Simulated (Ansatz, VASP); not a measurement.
**Two plane-wave programs on ZrB2**

```
Zr B
1.0
     3.14595    0.00000    0.00000
    -1.57298    2.72447    0.00000
     0.00000    0.00000    3.52874
Zr B
1 2
Cartesian
  0.0000 0.0000 0.0000
  0.0000 1.8163 1.7644
  1.5730 0.9082 1.7644
```

Alike in both runs: functional r2SCAN; k mesh 12 × 12 × 10; occupations fermi-dirac, width 0.1 eV; no spin polarisation.

Ansatz relaxed the structure, and its values are those at the end. VASP's run is a single point on that final structure, the one shown.

|  | VASP | Ansatz |
| --- | --- | --- |
| version | VASP 6.6.1 | Ansatz 0.2.0 |
| potentials or method | VASP PAW PBE potentials, release 64 (Zr_sv, B), cutoff 520 eV | PAW plane waves |
| valence electrons in the cell | 18 | 18 |

Ansatz gave:

```
pressure (GPa) : 5.1
```

Question: Which values does VASP return?

Answer: Pressure (GPa): 5.2.

VASP's potentials were made for PBE, not for r2SCAN. Ansatz's warnings: stress scf threshold loose.
